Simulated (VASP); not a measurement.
ZrN: single point with PBE

The system is ZrN.

```
CELL_PARAMETERS angstrom
0.00000 2.27432 2.27432
2.27432 0.00000 2.27432
2.27432 2.27432 0.00000
ATOMIC_POSITIONS crystal
Zr 0.00000 0.00000 0.00000
N 0.50000 0.50000 0.50000
```

```json
{
 "Program": "VASP 6.6.1",
 "Task": "single point",
 "Functional": "PBE",
 "Potentials or basis": "VASP PAW PBE potentials, release 64 (Zr_sv, N)",
 "Cutoff": "600 eV",
 "k mesh": "18 × 18 × 18",
 "Occupations": "gaussian, width 0.15 eV",
 "Spin": "collinear spin",
 "Starting moments": "[1.0, 0.0] μB",
 "Fixed moment": "1 μB",
 "Dipole correction": "no",
 "Further INCAR settings": "ALGO = Normal; EDIFF = 1e-06; NBANDS = 20"
}
```

```
Pressure                                              : 14.9 GPa
Net moment                                            : 1.00 μB per cell
Site moments                                          : Zr +0.56; N +0.10 μB
Valence electrons inside the program's atomic spheres : Zr 9.92; N 3.73
```

It took 5 min on 1 thread of Oxide Virtual Turin-like Processor (shared host), peak memory 0.27 GiB.

Caveat: the cell stands under pressure; the total moment is fixed, so each spin has its own Fermi level and the state may be an excited one.
